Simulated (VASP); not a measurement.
# ZnCu (Cmmm) in VASP: single point with revPBE

Aim: the single point of ZnCu with revPBE.

Program: VASP 6.6.1. These are calculated values, not measurements. Logs are shortened: lines on timing, memory, paths and dates and some standing lists are left out, and cuts for length are marked.

## Step 1: The cell of the first run

Symmetry: Cmmm, No. 65, orthorhombic system. The conventional cell has a = 2.976 Å, b = 4.243 Å, c = 4.141 Å, α = 90.00°, β = 90.00°, γ = 90.00°. Zn (site symmetry mmm) has 8 Cu at 2.55 to 2.96 Å and 6 Zn at 2.59 to 2.98 Å within 3.4 Å. Within 3.4 Å of Cu (site symmetry mmm) lie 8 Zn at 2.55 to 2.96 Å and 6 Cu at 2.59 to 2.98 Å.

## Step 2: Single point, revPBE

Input file INCAR:

```
SYSTEM = ZnCu
ALGO = Normal ; EDIFF = 1E-7
ENCUT = 520 ; GGA = RE
ISIF = 2 ; ISMEAR = -1
LASPH = .TRUE. ; LCHARG = .FALSE.
LREAL = .FALSE. ; LWAVE = .FALSE.
NBANDS = 18 ; NELM = 80
PREC = Accurate ; SIGMA = 0.05
```

Input file KPOINTS:

```
k-points
0
G
  9 9 6
  0 0 0
```

Input file POSCAR:

```
ZnCu
1.0
    1.4880400000     -2.1212800000      0.0000000000
    1.4880400000      2.1212800000      0.0000000000
    0.0000000000      0.0000000000      4.1407500000
Zn Cu
1 1
Direct
    0.5000000000      0.5000000000      0.5000000000
    0.0000000000      0.0000000000      0.0000000000
```

Potentials or basis: VASP PAW PBE potentials, release 64 (Zn, Cu).

Started as:

```bash
$ cat potpaw_PBE.64/Zn/POTCAR potpaw_PBE.64/Cu/POTCAR > POTCAR
$ mpirun -np 1 vasp_std > vasp.out
```

OUTCAR:

```text
SYSTEM = ZnCu
   EDIFF = 1E-7
   ENCUT = 520
   GGA = RE
   ISIF = 2
   ISMEAR = -1
   LASPH = .TRUE.
   LREAL = .FALSE.
   NELM = 80
   PREC = Accurate

 ion  position               nearest neighbor table
   1  0.500  0.500  0.500-   2 2.55   2 2.55   2 2.55   2 2.55
   2  0.000  0.000  0.000-   1 2.55   1 2.55   1 2.55   1 2.55

  LATTYP: Found a base centered orthorhombic cell.
 ALAT       =     2.9760800000
 B/A-ratio  =     1.4255530765
 C/A-ratio  =     1.3913436467

  Lattice vectors:

 A1 = (   1.4880400000,  -2.1212800000,   0.0000000000)
 A2 = (   1.4880400000,   2.1212800000,   0.0000000000)
 A3 = (   0.0000000000,   0.0000000000,   4.1407500000)

Analysis of symmetry for initial positions (statically):
=====================================================================
 Subroutine PRICEL returns:
 Original cell was already a primitive cell.

 Routine SETGRP: Setting up the symmetry group for a
 base centered orthorhombic supercell.

 Subroutine GETGRP returns: Found  8 space group operations
 (whereof  8 operations were pure point group operations)
 out of a pool of  8 trial point group operations.

The static configuration has the point symmetry D_2h.

Analysis of symmetry for dynamics (positions and initial velocities):
=====================================================================
 Subroutine PRICEL returns:
 Original cell was already a primitive cell.

 Routine SETGRP: Setting up the symmetry group for a
 base centered orthorhombic supercell.

 Subroutine GETGRP returns: Found  8 space group operations
 (whereof  8 operations were pure point group operations)
 out of a pool of  8 trial point group operations.

The dynamic configuration has the point symmetry D_2h.

 Subroutine INISYM returns: Found  8 space group operations
 (whereof  8 operations are pure point group operations),
 and found     1 'primitive' translations

----------------------------------------------------------------------------------------

                                     Primitive cell

  volume of cell :      26.1410

  direct lattice vectors                    reciprocal lattice vectors
     1.488040000 -2.121280000  0.000000000     0.336012473 -0.235706743  0.000000000
     1.488040000  2.121280000  0.000000000     0.336012473  0.235706743  0.000000000
[... 79 lines left out ...]
   ISPIN  =      1    spin polarized calculation?
   LNONCOLLINEAR =      F non collinear calculations
   LSORBIT =      F    spin-orbit coupling
   LASPH  =      T    aspherical Exc in radial PAW
   ENCUT  =  520.0 eV  38.22 Ry    6.18 a.u.   4.82  4.82  7.70*2*pi/ulx,y,z
   NELM   =     80;   NELMIN=  2; NELMDL= -5     # of ELM steps
   EDIFF  = 0.1E-06   stopping-criterion for ELM
   LREAL  =      F    real-space projection
   EDIFFG = 0.1E-05   stopping-criterion for IOM
   NSW    =      0    number of steps for IOM
   IBRION =     -1    ionic relax: 0-MD 1-quasi-New 2-CG
   NFREE  =      0    steps in history (QN), initial steepest desc. (CG)
   ISIF   =      2    stress and relaxation
   ISYM   =      2    0-nonsym 1-usesym 2-fastsym
   POTIM  = 0.5000    time-step for ionic-motion
   TEBEG  =    0.0;   TEEND  =   0.0 temperature during run
   PSTRESS=    0.0 pullay stress
   NELECT =      23.0000    total number of electrons
   NUPDOWN=      -1.0000    fix difference up-down
   EMIN   =  10.00;   EMAX   =-10.00  energy-range for DOS
   EFERMI =   0.00;   METHOD = LEGACY
   ISMEAR =    -1;   SIGMA  =   0.05  broadening in eV -4-tet -1-fermi 0-gaus
   EFERMI_NEDOS =   21; number of points for ismear=-14 and -15
   IALGO  =     38    algorithm
   IMIX   =      4    mixing-type and parameters
     AMIX     =   0.40;   BMIX     =  1.00
     AMIX_MAG =   1.60;   BMIX_MAG =  1.00
  volume/ion in A,a.u.               =      13.07        88.20
  Fermi-wavevector in a.u.,A,eV,Ry     =   1.568713  2.964438 33.482051  2.460861
  Thomas-Fermi vector in A             =   2.670704
   LORBIT       =      0    0 simple, 1 ext, 2 COOP (PROOUT), +10 PAW based schemes
   GGA     = RE    functional components
   LHFCALC =     F    Hartree Fock is set to
   AEXX    =    0.0000 exact exchange contribution
   IVDW    =     0    specifies the selected vdW correction
   LEPSILON=     F    determine dielectric tensor
   LRPA    =     F    only Hartree local field effects (RPA)
 non-spin polarized calculation
  energy-cutoff  :      520.00
  volume of cell :       26.14
 maximum number of plane-waves:       720
   NGX =  9   NGY =  9   NGZ = 15

 number of electron      22.9999985 magnetization

 Free energy of the ion-electron system (eV)
  ---------------------------------------------------
  ext. energy  EPLUGINS =         0.00000000
  ---------------------------------------------------
  free energy    TOTEN  =        -4.24385345 eV

  energy without entropy =       -4.23970331  energy(sigma->0) =       -4.24177838

 E-fermi :   5.3863     XC(G=0): -12.1703

 val. band max:        5.3859640894   @ k =   0.2222   0.1111   0.1667
 cond. band min:       5.4275086756   @ k =   0.4444   0.3333   0.3333
 fundamental gap:      0.0415445861
 Fermi energy:         5.3862691283

 k-point     1 :       0.0000    0.0000    0.0000
  band No.  band energies     occupation
      1      -4.8031      2.00000
      2      -2.6345      2.00000
      3      -2.4935      2.00000
      4      -1.8138      2.00000
      5      -1.7901      2.00000
      6      -1.6015      2.00000
[... 481 lines left out ...]
      5      -1.3969      2.00000
      6       1.4290      2.00000
[... 10 lines left out ...]
     17      17.2501      0.00000
     18      18.7685      0.00000

 [... further k-points ...]

------------------------ aborting loop because EDIFF is reached ----------------------------------------

  FORCE on cell =-STRESS in cart. coord.  units (eV):
  Direction    XX          YY          ZZ          XY          YZ          ZX
  --------------------------------------------------------------------------------------
  -------------------------------------------------------------------------------------
  Total        1.0103881      0.5701245      0.2477171     -0.0000000      0.0000000      0.0000000
  in kB       61.9265921     34.9428785     15.1825594     -0.0000000      0.0000000      0.0000000
  external PRESSURE =      37.3506767 kB  Pullay stress =       0.0000000 kB

 VOLUME and BASIS-vectors are now :
 -----------------------------------------------------------------------------
  energy-cutoff  :      520.00
  volume of cell :       26.14
      direct lattice vectors                 reciprocal lattice vectors
     1.488040000 -2.121280000  0.000000000     0.336012473 -0.235706743  0.000000000
     1.488040000  2.121280000  0.000000000     0.336012473  0.235706743  0.000000000
     0.000000000  0.000000000  4.140750000     0.000000000  0.000000000  0.241502143

 POSITION                                       TOTAL-FORCE (eV/Angst)
 -----------------------------------------------------------------------------------
      1.48804      0.00000      2.07037         0.000000      0.000000      0.000000
      0.00000      0.00000      0.00000        -0.000000     -0.000000      0.000000
 -----------------------------------------------------------------------------------
    total drift:                                0.000000      0.000000      0.000000

  FREE ENERGIE OF THE ION-ELECTRON SYSTEM (eV)
  ---------------------------------------------------
  free  energy   TOTEN  =        -4.2438534506 eV

  energy  without entropy=       -4.2397033067  energy(sigma->0) =       -4.24177838
```

OSZICAR:

```text
N       E                     dE             d eps       ncg     rms          rms(c)
DAV:   1     0.116379645826E+03    0.11638E+03   -0.11360E+04  3856   0.210E+03
DAV:   2    -0.285070761893E+00   -0.11666E+03   -0.11200E+03  3618   0.300E+02
DAV:   3    -0.511488493238E+01   -0.48298E+01   -0.47639E+01  4032   0.762E+01
DAV:   4    -0.515575930473E+01   -0.40874E-01   -0.40859E-01  4294   0.644E+00
DAV:   5    -0.515632984904E+01   -0.57054E-03   -0.57053E-03  4066   0.775E-01    0.875E+00
DAV:   6    -0.503592896573E+01    0.12040E+00   -0.13785E+01  3878   0.789E+01    0.557E+00
DAV:   7    -0.425448538975E+01    0.78144E+00   -0.30023E+00  4200   0.649E+01    0.218E+00
DAV:   8    -0.425117597833E+01    0.33094E-02   -0.10404E-01  5112   0.400E+00    0.112E+00
DAV:   9    -0.424391918347E+01    0.72568E-02   -0.16205E-02  4090   0.256E+00    0.758E-02
DAV:  10    -0.424386285251E+01    0.56331E-04   -0.66163E-04  5466   0.360E-01    0.379E-02
DAV:  11    -0.424385460576E+01    0.82467E-05   -0.58149E-05  5132   0.180E-01    0.789E-03
DAV:  12    -0.424385509424E+01   -0.48848E-06   -0.64109E-06  4438   0.521E-02    0.849E-03
DAV:  13    -0.424385337695E+01    0.17173E-05   -0.43255E-06  4466   0.484E-02    0.965E-04
DAV:  14    -0.424385345059E+01   -0.73638E-07   -0.94035E-08  2326   0.522E-03
   1 F= -.42438535E+01 E0= -.42417784E+01  d E =-.415014E-02
```

stdout:

```text
POSCAR found type information on POSCAR ZnCu
 POSCAR found :  2 types and       2 ions
 scaLAPACK will be used
 -----------------------------------------------------------------------------
|                                                                             |
|                                                                             |
|     You enforced a specific xc type in the INCAR file but a different       |
|     I HOPE YOU KNOW WHAT YOU ARE DOING!                                     |
|                                                                             |
 -----------------------------------------------------------------------------

 LDA part: xc-table for (Slater+PW92), standard interpolation
 POSCAR, INCAR and KPOINTS ok, starting setup
 FFT: planning ... GRIDC
 FFT: planning ... GRID_SOFT
 FFT: planning ... GRID
 WAVECAR not read
 entering main loop
```

It took 35 s on 1 thread of AMD EPYC 7R43 (Zen 3), shared host; peak memory 0.13 GiB.

What came out:

- Free energy: -4.2439 eV
- Pressure: 3.7 GPa

Stress tensor (GPa, compression positive):
```
6.19 0.00 0.00
0.00 3.49 0.00
0.00 0.00 1.52
```

Levels at points of the mesh, in eV from the Fermi level:
```csv
k point,band 8,band 9,band 10,band 11,band 12,band 13,band 14,band 15,band 16,band 17
"(0.00, 0.00, 0.00)",-3.42,-2.44,-2.44,-2.33,-1.60,2.19,14.21,15.03,18.17,20.47
"(0.00, 0.00, 0.50)",-3.43,-3.38,-2.61,-2.46,-2.35,11.35,11.71,16.61,17.06,18.26
```

Caveat: the PAW data sets were made with another functional, which shifts forces and pressure a little.
